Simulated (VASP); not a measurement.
Wanted: the native input for a VASP 6.6.1 run.

| Quantity | Value |
| --- | --- |
| Task | single point |
| Functional | PBE |
| Potentials or basis | VASP PAW PBE potentials, release 64 (Ba_sv) |
| Cutoff | 520 eV |
| k mesh | 7 × 7 × 10 |
| Occupations | fermi-dirac, width 0.1 eV |
| Spin | no spin polarisation |
| Dipole correction | no |
| Further INCAR settings | ALGO = Normal; EDIFF = 1e-06; NBANDS = 22 |

The structure of Ba lies in POSCAR:

```
Ba
1.0
    7.4771974364      0.0000000000      0.0000000000
   -3.7385987182      6.4754429290      0.0000000000
    0.0000000000      0.0000000000      4.4408076901
Ba
3
Direct
    1.0000000000      1.0000000000      0.0000000000
    0.3333333333      0.6666666667      0.5000000000
    0.6666666667      0.3333333333      0.5000000000
```

This isn't the form of Ba at room conditions, which is bcc.

These files were run (other wordings do the same):

INCAR

```
SYSTEM = Ba
ALGO = Normal
EDIFF = 1E-6
ENCUT = 520
GGA = PE
ISIF = 2
ISMEAR = -1
LASPH = .True.
LCHARG = .False.
LREAL = .False.
LWAVE = .False.
NBANDS = 22
NELM = 60
PREC = Accurate
SIGMA = 0.1
```

KPOINTS

```
k-points
0
Gamma
  7 7 10
  0 0 0
```

Potentials or basis: VASP PAW PBE potentials, release 64 (Ba_sv).

Launch:

```bash
$ cat potpaw_PBE.64/Ba_sv/POTCAR > POTCAR
$ mpirun -np 1 vasp_std > vasp.out
```

It gave:

The pressure is -0.8 GPa and the band gap on the k mesh is zero (bands 15 and 16 overlap by 0.60 eV).

Caveat: spin-orbit coupling is left out, which moves the levels of the heavy elements.

Wall time 2.8 min on 1 thread of AMD EPYC 7R43 64-Core Processor (Zen 3) (shared host), peak memory 0.38 GiB.
